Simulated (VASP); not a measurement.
# InAs (Pm-3m) in VASP: a series of runs

The runs below take InAs through single point, relaxation of cell and atoms, with r2SCAN, PBE.

All numbers are computed with VASP 6.6.1; they aren't measurements. Logs are shortened: lines on timing, memory, paths and dates and some standing lists are left out, and cuts for length are marked.

## (1) The cell of the first run

Symmetry: Pm-3m, No. 221, cubic system. Conventional cell: a = 3.537 Å, b = 3.537 Å, c = 3.537 Å, α = 90.00°, β = 90.00°, γ = 90.00°. In (site symmetry m-3m) has 8 As at 3.06 Å and 6 In at 3.54 Å within 4.0 Å. As (site symmetry m-3m) has 8 In at 3.06 Å and 6 As at 3.54 Å within 4.0 Å.

## (2) Single point, r2SCAN

POSCAR reads:

```
InAs
1.0
    3.5365410745      0.0000000000      0.0000000000
    0.0000000000      3.5365410745      0.0000000000
    0.0000000000      0.0000000000      3.5365410745
In As
1 1
Direct
    0.0000000000      0.0000000000      0.0000000000
    0.5000000000      0.5000000000      0.5000000000
```

INCAR.step1 reads:

```
SYSTEM = InAs
  ALGO = Normal
  EDIFF = 1E-4
  ENCUT = 520
  GGA = PE
  ISMEAR = -1
  LASPH = .TRUE.
  LCHARG = .FALSE.
  LREAL = .FALSE.
  LWAVE = .TRUE.
  NBANDS = 16
  NELM = 80
  PREC = Accurate
  SIGMA = 0.02
```

INCAR.step2 reads:

```
SYSTEM = InAs
  ALGO = Normal
  EDIFF = 1E-6
  ENCUT = 520
  ISIF = 2
  ISMEAR = -1
  ISTART = 1
  LASPH = .TRUE.
  LCHARG = .FALSE.
  LMIXTAU = .TRUE.
  LREAL = .FALSE.
  LWAVE = .FALSE.
  METAGGA = R2SCAN
  NBANDS = 16
  NELM = 80
  PREC = Accurate
  SIGMA = 0.02
```

KPOINTS reads:

```
k-points
0
G
  6 6 6
  0 0 0
```

Potentials or basis: VASP PAW PBE potentials, release 64 (In_d, As).

On the command line:

```sh
$ cat potpaw_PBE.64/In_d/POTCAR potpaw_PBE.64/As/POTCAR > POTCAR
$ cp INCAR.step1 INCAR
$ mpirun -np 1 vasp_std > vasp.out
$ cp INCAR.step2 INCAR
$ mpirun -np 1 vasp_std > vasp.out
```

OUTCAR:

```text
SYSTEM = InAs
   EDIFF = 1E-6
   ENCUT = 520
   ISIF = 2
   ISMEAR = -1
   ISTART = 1
   LASPH = .TRUE.
   LREAL = .FALSE.
   METAGGA = R2SCAN
   NELM = 80
   PREC = Accurate

 ion  position               nearest neighbor table
   1  0.000  0.000  0.000-   2 3.06   2 3.06   2 3.06   2 3.06   2 3.06   2 3.06   2 3.06   2 3.06

   2  0.500  0.500  0.500-   1 3.06   1 3.06   1 3.06   1 3.06   1 3.06   1 3.06   1 3.06   1 3.06

  LATTYP: Found a simple cubic cell.
 ALAT       =     3.5365410745

  Lattice vectors:

 A1 = (   3.5365410745,   0.0000000000,   0.0000000000)
 A2 = (   0.0000000000,   3.5365410745,   0.0000000000)
 A3 = (   0.0000000000,   0.0000000000,   3.5365410745)

Analysis of symmetry for initial positions (statically):
=====================================================================
 Subroutine PRICEL returns:
 Original cell was already a primitive cell.

 Routine SETGRP: Setting up the symmetry group for a
 simple cubic supercell.

 Subroutine GETGRP returns: Found 48 space group operations
 (whereof 48 operations were pure point group operations)
 out of a pool of 48 trial point group operations.

The static configuration has the point symmetry O_h .

Analysis of symmetry for dynamics (positions and initial velocities):
=====================================================================
 Subroutine PRICEL returns:
 Original cell was already a primitive cell.

 Routine SETGRP: Setting up the symmetry group for a
 simple cubic supercell.

 Subroutine GETGRP returns: Found 48 space group operations
 (whereof 48 operations were pure point group operations)
 out of a pool of 48 trial point group operations.

The dynamic configuration has the point symmetry O_h .

 Subroutine INISYM returns: Found 48 space group operations
 (whereof 48 operations are pure point group operations),
 and found     1 'primitive' translations

----------------------------------------------------------------------------------------

                                     Primitive cell

  volume of cell :      44.2320

  direct lattice vectors                    reciprocal lattice vectors
     3.536541075  0.000000000  0.000000000     0.282762162  0.000000000  0.000000000
     0.000000000  3.536541075  0.000000000     0.000000000  0.282762162  0.000000000
     0.000000000  0.000000000  3.536541075     0.000000000  0.000000000  0.282762162

  length of vectors
     3.536541075  3.536541075  3.536541075     0.282762162  0.282762162  0.282762162

  position of ions in fractional coordinates (direct lattice)
     0.000000000  0.000000000  0.000000000
     0.500000000  0.500000000  0.500000000

  ion indices of the primitive-cell ions
   primitive index   ion index
                 1           1
                 2           2

----------------------------------------------------------------------------------------

 KPOINTS: k-points

Automatic generation of k-mesh.
 Grid dimensions read from file:
 generate k-points for:    6    6    6

 Generating k-lattice:

  Cartesian coordinates                     Fractional coordinates (reciprocal lattice)
     0.047127027  0.000000000  0.000000000     0.166666667  0.000000000  0.000000000
     0.000000000  0.047127027  0.000000000     0.000000000  0.166666667  0.000000000
     0.000000000  0.000000000  0.047127027     0.000000000  0.000000000  0.166666667

  Length of vectors
     0.047127027  0.047127027  0.047127027

  Shift w.r.t. Gamma in fractional coordinates (k-lattice)
     0.000000000  0.000000000  0.000000000

 Subroutine IBZKPT returns following result:
 ===========================================

 Found     20 irreducible k-points:

 Following reciprocal coordinates:
            Coordinates               Weight
  0.000000  0.000000  0.000000      1.000000
  0.166667  0.000000  0.000000      6.000000
  0.333333  0.000000  0.000000      6.000000
  0.500000  0.000000  0.000000      3.000000
  0.166667  0.166667  0.000000     12.000000
  0.333333  0.166667  0.000000     24.000000
[... 12 lines left out ...]
  0.500000  0.500000  0.333333      6.000000
  0.500000  0.500000  0.500000      1.000000
   k-points           NKPTS =     20   k-points in BZ     NKDIM =     20   number of bands    NBANDS=     16
   number of dos      NEDOS =    301   number of ions     NIONS =      2
   total plane-waves  NPLWV =  21952
   dimension x,y,z NGX =    28 NGY =   28 NGZ =   28
   dimension x,y,z NGXF=    56 NGYF=   56 NGZF=   56
   ions per type =               1   1
   NGX,Y,Z   is equivalent  to a cutoff of  13.16, 13.16, 13.16 a.u.
   NGXF,Y,Z  is equivalent  to a cutoff of  26.32, 26.32, 26.32 a.u.
 SYSTEM =  InAs
   PREC   = accura    normal or accurate (medium, high low for compatibility)
   ISTART =      1    job   : 0-new  1-cont  2-samecut
   ICHARG =      0    charge: 1-file 2-atom 10-const
   ISPIN  =      1    spin polarized calculation?
   LNONCOLLINEAR =      F non collinear calculations
   LSORBIT =      F    spin-orbit coupling
   LASPH  =      T    aspherical Exc in radial PAW
   ENCUT  =  520.0 eV  38.22 Ry    6.18 a.u.   6.58  6.58  6.58*2*pi/ulx,y,z
   NELM   =     80;   NELMIN=  2; NELMDL=  0     # of ELM steps
   EDIFF  = 0.1E-05   stopping-criterion for ELM
   LREAL  =      F    real-space projection
   EDIFFG = 0.1E-04   stopping-criterion for IOM
   NSW    =      0    number of steps for IOM
   IBRION =     -1    ionic relax: 0-MD 1-quasi-New 2-CG
   NFREE  =      0    steps in history (QN), initial steepest desc. (CG)
   ISIF   =      2    stress and relaxation
   ISYM   =      2    0-nonsym 1-usesym 2-fastsym
   POTIM  = 0.5000    time-step for ionic-motion
   TEBEG  =    0.0;   TEEND  =   0.0 temperature during run
   PSTRESS=    0.0 pullay stress
   NELECT =      18.0000    total number of electrons
   NUPDOWN=      -1.0000    fix difference up-down
   EMIN   =  10.00;   EMAX   =-10.00  energy-range for DOS
   EFERMI =   0.00;   METHOD = LEGACY
   ISMEAR =    -1;   SIGMA  =   0.02  broadening in eV -4-tet -1-fermi 0-gaus
   EFERMI_NEDOS =   21; number of points for ismear=-14 and -15
   IALGO  =     38    algorithm
   IMIX   =      4    mixing-type and parameters
     AMIX     =   0.40;   BMIX     =  1.00
     AMIX_MAG =   1.60;   BMIX_MAG =  1.00
  volume/ion in A,a.u.               =      22.12       149.25
  Fermi-wavevector in a.u.,A,eV,Ry     =   1.213166  2.292552 20.024676  1.471772
  Thomas-Fermi vector in A             =   2.348627
   LORBIT       =      0    0 simple, 1 ext, 2 COOP (PROOUT), +10 PAW based schemes
   METAGGA = R2SCAN    functional components
   LHFCALC =     F    Hartree Fock is set to
   AEXX    =    0.0000 exact exchange contribution
   IVDW    =     0    specifies the selected vdW correction
   LEPSILON=     F    determine dielectric tensor
   LRPA    =     F    only Hartree local field effects (RPA)
 non-spin polarized calculation
  energy-cutoff  :      520.00
  volume of cell :       44.23
 maximum number of plane-waves:      1213
 NGX is ok and might be reduce to    28
   NGX = 13   NGY = 13   NGZ = 13

 number of electron      18.0000010 magnetization

 Free energy of the ion-electron system (eV)
  ---------------------------------------------------
  ext. energy  EPLUGINS =         0.00000000
  ---------------------------------------------------
  free energy    TOTEN  =       -36.84710157 eV

  energy without entropy =      -36.84567879  energy(sigma->0) =      -36.84639018

 E-fermi :   6.9125     XC(G=0): -11.2088

 val. band max:        6.8315349544   @ k =   0.3333   0.3333   0.3333
 cond. band min:       6.9303315146   @ k =   0.5000   0.5000   0.5000
 fundamental gap:      0.0987965602
 Fermi energy:         6.9124756194

 k-point     1 :       0.0000    0.0000    0.0000
  band No.  band energies     occupation
      1      -8.2620      2.00000
      2      -8.2620      2.00000
      3      -8.0488      2.00000
      4      -8.0488      2.00000
      5      -8.0488      2.00000
      6      -6.3175      2.00000
[... 8 lines left out ...]
     15      17.0911      0.00000
     16      21.5474      0.00000

 k-point     2 :       0.1667    0.0000    0.0000
  band No.  band energies     occupation
      1      -8.2579      2.00000
      2      -8.2187      2.00000
      3      -8.0703      2.00000
      4      -8.0703      2.00000
      5      -8.0469      2.00000
      6      -6.0290      2.00000
[... 8 lines left out ...]
     15      16.0225      0.00000
     16      20.1621      0.00000

 k-point     3 :       0.3333    0.0000    0.0000
  band No.  band energies     occupation
      1      -8.2498      2.00000
      2      -8.1338      2.00000
      3      -8.1129      2.00000
      4      -8.1129      2.00000
      5      -8.0431      2.00000
      6      -5.2651      2.00000
[... 8 lines left out ...]
     15      17.6177      0.00000
     16      18.9615      0.00000

 k-point     4 :       0.5000    0.0000    0.0000
  band No.  band energies     occupation
      1      -8.2457      2.00000
      2      -8.1339      2.00000
      3      -8.1339      2.00000
      4      -8.0919      2.00000
      5      -8.0412      2.00000
      6      -4.6822      2.00000
[... 8 lines left out ...]
     15      16.3893      0.00000
     16      21.9813      0.00000
[... 248 lines left out ...]
 k-point    18 :       0.5000    0.3333    0.3333
  band No.  band energies     occupation
      1      -8.2615      2.00000
      2      -8.2159      2.00000
      3      -8.1834      2.00000
      4      -8.0299      2.00000
      5      -7.9810      2.00000
      6      -2.9725      2.00000
[... 8 lines left out ...]
     15      21.1953      0.00000
     16      22.6327      0.00000

 k-point    19 :       0.5000    0.5000    0.3333
  band No.  band energies     occupation
      1      -8.2769      2.00000
      2      -8.2120      2.00000
      3      -8.2120      2.00000
      4      -8.0045      2.00000
      5      -7.9526      2.00000
      6      -2.7062      2.00000
[... 8 lines left out ...]
     15      23.7806      0.00000
     16      23.7806      0.00000

 k-point    20 :       0.5000    0.5000    0.5000
  band No.  band energies     occupation
      1      -8.2444      2.00000
      2      -8.2444      2.00000
      3      -8.2444      2.00000
      4      -7.9515      2.00000
      5      -7.9515      2.00000
      6      -2.5451      2.00000
[... 8 lines left out ...]
     15      25.6665      0.00000
     16      25.6665      0.00000

------------------------ aborting loop because EDIFF is reached ----------------------------------------

  FORCE on cell =-STRESS in cart. coord.  units (eV):
  Direction    XX          YY          ZZ          XY          YZ          ZX
  --------------------------------------------------------------------------------------
  -------------------------------------------------------------------------------------
  Total        0.0242823      0.0242823      0.0242823     -0.0000000     -0.0000000      0.0000000
  in kB        0.8795573      0.8795573      0.8795573     -0.0000000     -0.0000000      0.0000000
  external PRESSURE =       0.8795573 kB  Pullay stress =       0.0000000 kB

 VOLUME and BASIS-vectors are now :
 -----------------------------------------------------------------------------
  energy-cutoff  :      520.00
  volume of cell :       44.23
      direct lattice vectors                 reciprocal lattice vectors
     3.536541075  0.000000000  0.000000000     0.282762162  0.000000000  0.000000000
     0.000000000  3.536541075  0.000000000     0.000000000  0.282762162  0.000000000
     0.000000000  0.000000000  3.536541075     0.000000000  0.000000000  0.282762162

 POSITION                                       TOTAL-FORCE (eV/Angst)
 -----------------------------------------------------------------------------------
      0.00000      0.00000      0.00000         0.000000      0.000000      0.000000
      1.76827      1.76827      1.76827         0.000000      0.000000      0.000000
 -----------------------------------------------------------------------------------
    total drift:                               -0.000000      0.000000     -0.000000

  FREE ENERGIE OF THE ION-ELECTRON SYSTEM (eV)
  ---------------------------------------------------
  free  energy   TOTEN  =       -36.8471015699 eV

  energy  without entropy=      -36.8456787898  energy(sigma->0) =      -36.84639018
```

Wall time 55 s (1 thread of Intel Xeon Platinum 8259CL at 2.50GHz (Skylake/Cascade Lake), shared host); peak memory 0.16 GiB.

Results:

| Item | Value |
| --- | --- |
| Free energy | -36.8471 eV |
| Pressure | 0.1 GPa |
| Band gap on the k mesh | zero (band 9 reaches 8.01 eV, above the bottom of band 10 at 5.32 eV) |

Caveat: the PAW data sets were made with another functional, which shifts forces and pressure a little; spin-orbit coupling is left out, which moves the levels of the heavy elements.

[end of part 1 of 3]
